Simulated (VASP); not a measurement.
Wanted: the native input for a VASP 6.6.1 run.

| Property | Result |
| --- | --- |
| Task | relaxation of cell and atoms |
| Functional | BLYP |
| Potentials or basis | VASP PAW PBE potentials, release 64 (Sb) |
| Cutoff | 600 eV |
| k mesh | 11 × 11 × 11 |
| Occupations | fermi-dirac, width 0.1 eV |
| Spin | no spin polarisation |
| Dipole correction | no |
| Further INCAR settings | ALGO = Normal; EDIFF = 1e-06; IBRION = 2; EDIFFG = -0.01; NSW = 80; ISIF = 3 |

The structure of Sb lies in POSCAR:

```
Sb
1.0
    0.0000000000      2.3864604735      2.3864604735
    2.3864604735      0.0000000000      2.3864604735
    2.3864604735      2.3864604735      0.0000000000
Sb
1
Direct
    0.0000000000      0.0000000000      0.0000000000
```

The input as run:

INCAR

```
SYSTEM = Sb
PREC     = Accurate       ! precision mode
ENCUT    = 600            ! plane-wave cutoff, eV
EDIFF    = 1E-6           ! SCF threshold, eV
ISMEAR   = -1             ! smearing method
SIGMA    = 0.1            ! smearing width, eV
LREAL    = .FALSE.        ! projectors in reciprocal space
LASPH    = .TRUE.         ! aspherical terms in the spheres
NELM     = 80             ! most SCF steps
ALGO     = Normal         ! electronic algorithm
ISIF     = 3              ! what is computed and relaxed
LWAVE    = .FALSE.        ! write WAVECAR
LCHARG   = .FALSE.        ! write CHGCAR
GGA      = B5             ! functional
ALDAX    = 1.0          
AGGAX    = 1.0          
AGGAC    = 1.0          
ALDAC    = 0.0          
IBRION   = 2              ! ionic algorithm
NSW      = 80             ! ionic steps
EDIFFG   = -0.01          ! ionic threshold
```

KPOINTS

```
Automatic mesh
0
G
  11 11 11
  0 0 0
```

Potentials or basis: VASP PAW PBE potentials, release 64 (Sb).

Run with:

```console
$ cat potpaw_PBE.64/Sb/POTCAR > POTCAR
$ mpirun -np 1 vasp_std > vasp.out
```

It gave:

- Relaxed volume: 30.40 Å³/atom
- Relaxed cell: a = 3.503 Å, b = 3.503 Å, c = 3.503 Å, α = 60.00°, β = 60.00°, γ = 60.00°
- Space group after relaxing (to 0.05 Å): Fm-3m (No. 225)
- Energy gained by relaxing: 57.7 meV/atom
- Ionic steps: 3
- Pressure after relaxing: 0.0 GPa

Caveat: the PAW data sets were made with another functional, which shifts forces and pressure a little.

It took 18 s on 1 thread of Intel(R) Xeon(R) 6975P-C (Granite Rapids) (shared host), peak memory 0.16 GiB.
